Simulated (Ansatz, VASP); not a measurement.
One calculation of Sr, two programs

The input INCAR:

```
PREC = Accurate ; ENCUT = 520
EDIFF = 1E-6 ; ISMEAR = 1
SIGMA = 0.02 ; LREAL = False
LASPH = True ; NELM = 60
ALGO = Normal ; ISIF = 2
LWAVE = False ; LCHARG = True
GGA = PS ; LELF = True
LVHAR = True ; NBANDS = 28
```

Contents of KPOINTS:

```
regular mesh
0
Gamma
  4 4 4
```

POSCAR

```
Sr
1.0
   -4.0445106338      4.0445106338      3.4787654395
    4.0445106338     -4.0445106338      3.4787654395
    4.0445106338      4.0445106338     -3.4787654395
Sr
4
Direct
    0.1645500000      0.6645500000      0.8291000000
    0.8354500000      0.3354500000      0.1709000000
    0.6645500000      0.8354500000      0.5000000000
    0.3354500000      0.1645500000      0.5000000000
```

Input for Ansatz:

```yaml
crystal:
  lattice:
    - [-4.044510633831113, 4.044510633831113, 3.478765439507866]
    - [4.044510633831113, -4.044510633831113, 3.478765439507866]
    - [4.044510633831113, 4.044510633831113, -3.478765439507866]
  atoms:
    - { symbol: Sr, position: [0.16455, 0.66455, 0.8291] }
    - { symbol: Sr, position: [0.83545, 0.33545, 0.1709] }
    - { symbol: Sr, position: [0.66455, 0.83545, 0.5] }
    - { symbol: Sr, position: [0.33545, 0.16455, 0.5] }
basis:
  ecutwfc: 421.77648681281397
kpoints:
  mp_grid:
    grid: [4, 4, 4]
hamiltonian:
  xc: pbesol
scf:
  occupations:
    method: cold
    width: 0.02
output:
  stress: true
```

Alike in both runs: task single point; functional PBEsol; k mesh 4 × 4 × 4; no spin polarisation.

```csv
,VASP,Ansatz
version,VASP 6.6.1,Ansatz 0.2.0
potentials or method,"VASP PAW PBE potentials, release 64 (Sr_sv), cutoff 520 eV","plane waves, PAW"
occupations,"methfessel-paxton of order 1, width 0.02 eV","cold, width 0.02 eV"
valence electrons in the cell,40,40
```

|  | VASP | Ansatz | Ansatz less VASP |
| --- | --- | --- | --- |
| pressure (GPa) | -0.1 | -0.1 | -0.01 |
| traceless stress, the component that is largest in VASP (GPa) | 0.06 | 0.05 | -0.012 |

VASP's potentials were made for PBE, not for PBEsol.
